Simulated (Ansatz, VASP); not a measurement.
## Two plane-wave programs on Pd

```
Pd
1.0
     0.00000    1.95373    1.95373
     1.95373    0.00000    1.95373
     1.95373    1.95373    0.00000
Pd
1
Direct
  0.00000 0.00000 0.00000
```

Alike in both runs: functional r2SCAN; k mesh 18 × 18 × 18; occupations gaussian, width 0.1 eV; no spin polarisation.

Ansatz relaxed the structure, and its values are those at the end. VASP's run is a single point on that final structure, the one shown.

|  | VASP | Ansatz |
| --- | --- | --- |
| version | VASP 6.6.1 | Ansatz 0.2.0 |
| potentials or method | VASP PAW PBE potentials, release 64 (Pd), cutoff 520 eV | scalar-relativistic, plane waves, PAW |
| valence electrons in the cell | 10 | 18 |

```tsv
	VASP	Ansatz	Ansatz less VASP
gap on the k mesh at the Fermi level (eV)	none	none	-
pressure (GPa)	0.7	0.0	-0.68
```

VASP's potentials were made for PBE, not for r2SCAN. A gap of «none» marks a metal or a gap that the smearing closes. VASP's potentials hold 10 valence electrons a cell and Ansatz's 18, so a difference there can come from the potentials and not from the codes.
